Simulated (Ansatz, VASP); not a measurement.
## KTaO3 in VASP and in Ansatz

```xyz
5
Lattice="4.1033 0.0000 0.0000 0.0000 4.1033 0.0000 0.0000 0.0000 4.1033" Properties=species:S:1:pos:R:3 pbc="T T T"
K     2.0517    2.0517    2.0517
Ta    0.0000    0.0000    0.0000
O     2.0517    0.0000    0.0000
O     0.0000    2.0517    0.0000
O     0.0000    0.0000    2.0517
```

Alike in both runs: task single point; functional PBE; k mesh 8 × 8 × 8; occupations gaussian, width 0.02 eV; no spin polarisation.

```csv
,VASP,Ansatz
version,VASP 6.6.1,Ansatz 0.2.0
potentials or method,"VASP PAW PBE potentials, release 64 (K_sv, Ta_pv, O), cutoff 520 eV","scalar-relativistic, plane waves, PAW"
valence electrons in the cell,38,40
```

|  | VASP | Ansatz | Ansatz less VASP |
| --- | --- | --- | --- |
| gap on the k mesh at the Fermi level (eV) | 1.98 | 2.02 | +0.042 |
| least direct gap on the mesh (eV) | 2.62 | 2.66 | +0.034 |
| pressure (GPa) | -9.2 | -9.6 | -0.42 |

VASP's potentials hold 38 valence electrons a cell and Ansatz's 40, so a difference there can come from the potentials and not from the codes.

Neither program's run includes spin-orbit coupling.
